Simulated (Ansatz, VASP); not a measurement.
KTaO3: VASP beside Ansatz

```
K Ta O
1.0
     3.99013    0.00000    0.00000
     0.00000    3.99013    0.00000
     0.00000    0.00000    3.91033
K Ta O
1 1 3
Direct
  0.00000 0.00000 0.00000
  0.50000 0.50000 0.50000
  0.50000 0.50000 0.00000
  0.50000 0.00000 0.50000
  0.00000 0.50000 0.50000
```

Change from the starting cell: uniaxial_z strain -2.0%.

Alike in both runs: task single point; functional HSE06; k mesh 4 × 4 × 4; no spin polarisation.

|  | VASP | Ansatz |
| --- | --- | --- |
| version | VASP 6.6.1 | Ansatz 0.2.0 |
| potentials or method | VASP PAW PBE potentials, release 64 (K_sv, Ta_sv_GW, O) | plane waves, PAW |
| plane-wave cutoff (eV) | 520 | 420 |
| occupations | gaussian, width 0.01 eV | fixed |
| valence electrons in the cell | 40 | 40 |

|  | VASP | Ansatz | Ansatz less VASP |
| --- | --- | --- | --- |
| gap on the k mesh at the Fermi level (eV) | 3.54 | 3.58 | +0.041 |

Ansatz's warnings: stress exchange threshold loose, stress scf threshold loose.

Spin-orbit coupling is off throughout.
